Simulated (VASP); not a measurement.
## ZrO2: single point with HSE06

The system is ZrO2.

```xyz
3
Lattice="0.0000 2.5447 2.5447 2.5447 0.0000 2.5447 2.5447 2.5447 0.0000" Properties=species:S:1:pos:R:3 pbc="T T T"
Zr    0.0000    0.0000    0.0000
O     1.2724    1.2724    1.2724
O     3.8171    3.8171    3.8171
```

| Property | Result |
| --- | --- |
| Program | VASP 6.6.1 |
| Task | single point |
| Functional | HSE06 |
| Potentials or basis | VASP PAW PBE potentials, release 64 (Zr_sv, O) |
| Cutoff | 520 eV |
| k mesh | 6 × 6 × 6 |
| Occupations | gaussian, width 0.01 eV |
| Spin | no spin polarisation |
| Dipole correction | no |
| Grid for exact exchange (PRECFOCK) | Normal |
| Further INCAR settings | ALGO = Normal; EDIFF = 1e-06; NBANDS = 19 |
| Share of exact exchange | 0.25 |
| Screening parameter | 0.2079 1/Å |

```yaml
Pressure: -2.5 GPa
Band_gap_on_the_k_mesh: 4.97 eV (least direct gap 5.37 eV)
```

Levels at points of the mesh, in eV from the valence-band top:
```
           k point  band 8  band 9  band 10  band 11  band 12  band 13  band 14  band 15  band 16  band 17
(0.00, 0.00, 0.00)   -5.66   -5.66    -0.59    -0.59    -0.59     4.97     4.97     8.11    11.32    11.32
(0.50, 0.00, 0.00)   -4.53   -2.75    -2.72    -1.81    -1.81     5.65     5.65     7.78    10.34    10.34
(0.50, 0.50, 0.00)   -3.46   -3.46    -1.61    -1.61     0.00     5.37     6.52     7.50     9.01     9.01
```

It took 78 min on 1 thread of Intel(R) Xeon(R) Platinum 8259CL CPU @ 2.50GHz (Skylake/Cascade Lake) (shared host), peak memory 0.29 GiB.

Caveat: the PAW data sets were made with another functional, which shifts forces and pressure a little. A k mesh can miss the band edges.
